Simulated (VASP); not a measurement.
# TbC4 (P6/mmm) in VASP: notebook, part 2 of 2

VASP 6.6.1. The steps go on from the part before.

**3. Single point, PBE**

This run uses another cell than the first one, of 10.16 Å³/atom.

INCAR reads:

```
PREC = Accurate ; ENCUT = 600
EDIFF = 1E-6 ; ISMEAR = 0
SIGMA = 0.1 ; LREAL = F
LASPH = T ; NELM = 200
ALGO = Normal ; ISIF = 2
LWAVE = F ; LCHARG = T
GGA = PE ; LELF = T
LVHAR = T ; NBANDS = 20
GGA_COMPAT = F ; LMAXMIX = 6
```

KPOINTS reads:

```
regular mesh
0
Gamma
  18 18 6
```

POSCAR reads:

```
TbC4
1.0
    2.6731267213      0.0000000000      0.0000000000
   -1.3365633607      2.3149956482      0.0000000000
    0.0000000000      0.0000000000      8.2066498052
Tb C
1 4
Direct
    0.0000000000      0.0000000000      0.0000000000
    0.3333333333      0.6666666667      0.7327675865
    0.3333333333      0.6666666667      0.2672324135
    0.6666666667      0.3333333333      0.2672324135
    0.6666666667      0.3333333333      0.7327675865
```

Potentials or basis: VASP PAW PBE potentials, release 64 (Tb_3, C), 4f in core.

Run with:

```bash
$ cat potpaw_PBE.64/Tb_3/POTCAR potpaw_PBE.64/C/POTCAR > POTCAR
$ mpirun -np 1 vasp_std > vasp.out
```

OUTCAR:

```text
PREC = Accurate
   ENCUT = 600
   EDIFF = 1E-6
   ISMEAR = 0
   LREAL = F
   LASPH = T
   NELM = 200
   ISIF = 2
   GGA = PE

 ion  position               nearest neighbor table
   1  0.000  0.000  0.000-   2 2.68   3 2.68   4 2.68   5 2.68   4 2.68   5 2.68   2 2.68   3 2.68
                             4 2.68   5 2.68   2 2.68   3 2.68
   2  0.333  0.667  0.733-   5 1.54   5 1.54   5 1.54   1 2.68   1 2.68   1 2.68
   3  0.333  0.667  0.267-   4 1.54   4 1.54   4 1.54   1 2.68   1 2.68   1 2.68
   4  0.667  0.333  0.267-   3 1.54   3 1.54   3 1.54   1 2.68   1 2.68   1 2.68
   5  0.667  0.333  0.733-   2 1.54   2 1.54   2 1.54   1 2.68   1 2.68   1 2.68

  LATTYP: Found a hexagonal cell.
 ALAT       =     2.6731267213
 C/A-ratio  =     3.0700564024

  Lattice vectors:

 A1 = (   2.6731267213,   0.0000000000,   0.0000000000)
 A2 = (  -1.3365633607,   2.3149956482,   0.0000000000)
 A3 = (   0.0000000000,   0.0000000000,   8.2066498052)

Analysis of symmetry for initial positions (statically):
=====================================================================
 Subroutine PRICEL returns:
 Original cell was already a primitive cell.

 Routine SETGRP: Setting up the symmetry group for a
 hexagonal supercell.

 Subroutine GETGRP returns: Found 24 space group operations
 (whereof 24 operations were pure point group operations)
 out of a pool of 24 trial point group operations.

The static configuration has the point symmetry D_6h.

Analysis of symmetry for dynamics (positions and initial velocities):
=====================================================================
 Subroutine PRICEL returns:
 Original cell was already a primitive cell.

 Routine SETGRP: Setting up the symmetry group for a
 hexagonal supercell.

 Subroutine GETGRP returns: Found 24 space group operations
 (whereof 24 operations were pure point group operations)
 out of a pool of 24 trial point group operations.

[... 120 lines left out ...]
   EFERMI =   0.00;   METHOD = LEGACY
   ISMEAR =     0;   SIGMA  =   0.10  broadening in eV -4-tet -1-fermi 0-gaus
   EFERMI_NEDOS =   21; number of points for ismear=-14 and -15
   IALGO  =     38    algorithm
   IMIX   =      4    mixing-type and parameters
     AMIX     =   0.40;   BMIX     =  1.00
     AMIX_MAG =   1.60;   BMIX_MAG =  1.00
  volume/ion in A,a.u.               =      10.16        68.54
  Fermi-wavevector in a.u.,A,eV,Ry     =   1.292636  2.442728 22.734086  1.670908
  Thomas-Fermi vector in A             =   2.424332
   LORBIT       =      0    0 simple, 1 ext, 2 COOP (PROOUT), +10 PAW based schemes
   GGA     = PE    functional components
   LHFCALC =     F    Hartree Fock is set to
   AEXX    =    0.0000 exact exchange contribution
   IVDW    =     0    specifies the selected vdW correction
   LEPSILON=     F    determine dielectric tensor
   LRPA    =     F    only Hartree local field effects (RPA)
 non-spin polarized calculation
 Gauss-broadening in eV      SIGMA  =   0.10
  energy-cutoff  :      600.00
  volume of cell :       50.79
 maximum number of plane-waves:      1737
 NGX is ok and might be reduce to    24
   NGX = 11   NGY = 11   NGZ = 33

 number of electron      25.0000002 magnetization

 Free energy of the ion-electron system (eV)
  ---------------------------------------------------
  ext. energy  EPLUGINS =         0.00000000
  ---------------------------------------------------
  free energy    TOTEN  =       -38.25208766 eV

  energy without entropy =      -38.24839923  energy(sigma->0) =      -38.25024345

 E-fermi :   6.8255     XC(G=0): -11.2908

 val. band max:        6.8254816160   @ k =   0.5000  -0.0000   0.5000
 cond. band min:       6.8369604719   @ k =   0.3889  -0.0000   0.5000
 fundamental gap:      0.0114788559
 Fermi energy:         6.8255289947

 k-point     1 :       0.0000    0.0000    0.0000
  band No.  band energies     occupation
      1     -17.3911      2.00000
      2     -13.3682      2.00000
      3     -13.3682      2.00000
      4     -12.7890      2.00000
      5     -11.6895      2.00000
      6      -1.9250      2.00000
[... 541 lines left out ...]
     19      13.6462      0.00000
     20      14.9809      0.00000

 [... further k-points ...]
[... 5 lines left out ...]
  --------------------------------------------------------------------------------------
  -------------------------------------------------------------------------------------
  Total        0.4991708      0.4991708     -0.1010440     -0.0000000      0.0000000      0.0000000
  in kB       15.7479546     15.7479546     -3.1877603     -0.0000000      0.0000000      0.0000000
  external PRESSURE =       9.4360496 kB  Pullay stress =       0.0000000 kB

 VOLUME and BASIS-vectors are now :
 -----------------------------------------------------------------------------
  energy-cutoff  :      600.00
  volume of cell :       50.79
      direct lattice vectors                 reciprocal lattice vectors
     2.673126721  0.000000000  0.000000000     0.374093750  0.215983127  0.000000000
    -1.336563361  2.314995648  0.000000000     0.000000000  0.431966255  0.000000000
     0.000000000  0.000000000  8.206649805     0.000000000  0.000000000  0.121852403

 POSITION                                       TOTAL-FORCE (eV/Angst)
 -----------------------------------------------------------------------------------
      0.00000      0.00000      0.00000         0.000000      0.000000      0.000000
     -0.00000      1.54333      6.01357        -0.000000      0.000000      0.006242
     -0.00000      1.54333      2.19308        -0.000000      0.000000     -0.006242
      1.33656      0.77167      2.19308         0.000000     -0.000000     -0.006242
      1.33656      0.77167      6.01357         0.000000      0.000000      0.006242
 -----------------------------------------------------------------------------------
    total drift:                                0.000000     -0.000000      0.000000

  FREE ENERGIE OF THE ION-ELECTRON SYSTEM (eV)
  ---------------------------------------------------
  free  energy   TOTEN  =       -38.2520876604 eV

  energy  without entropy=      -38.2483992339  energy(sigma->0) =      -38.25024345
```

It took 2.8 min on 1 thread of Intel Xeon Platinum 8488C (Sapphire Rapids), shared host; peak memory 0.31 GiB.

What came out:

```
Free energy            : -38.2521 eV
Pressure               : 0.9 GPa
Largest force          : 0.006 eV/Å
Band gap on the k mesh : zero (an odd number of electrons rules out a gap without spin polarisation)
```

Forces on the atoms (eV/Å):
```
Tb   0.000  0.000  0.000
C    0.000  0.000  0.006
C    0.000  0.000 -0.006
C    0.000  0.000 -0.006
C    0.000  0.000  0.006
```

Levels at points of the mesh, in eV from the Fermi level:
| k point | band 9 | band 10 | band 11 | band 12 | band 13 | band 14 | band 15 | band 16 |
| --- | --- | --- | --- | --- | --- | --- | --- | --- |
| (0.00, 0.00, 0.00) | -4.69 | -4.63 | -4.63 | -2.45 | 2.48 | 2.48 | 3.95 | 4.32 |
| (0.50, 0.00, 0.00) | -7.36 | -5.61 | -4.33 | -3.90 | -0.32 | -0.23 | 2.92 | 3.30 |
| (0.00, 0.00, 0.50) | -4.68 | -4.64 | -4.64 | -2.38 | 2.48 | 2.48 | 4.30 | 4.30 |
| (0.50, 0.00, 0.50) | -7.35 | -5.80 | -4.30 | -3.58 | -0.56 | 0.00 | 2.53 | 3.22 |

Caveat: spin-orbit coupling is left out, which moves the levels of the heavy elements; this functional lacks dispersion, which binds the layers, so the pressure and a relaxed spacing across them are unreliable; the 4f electrons are frozen in the core, so they carry no moment and show no levels. Spin polarisation is off, so any magnetic state and its effect on volume and gap are missing.
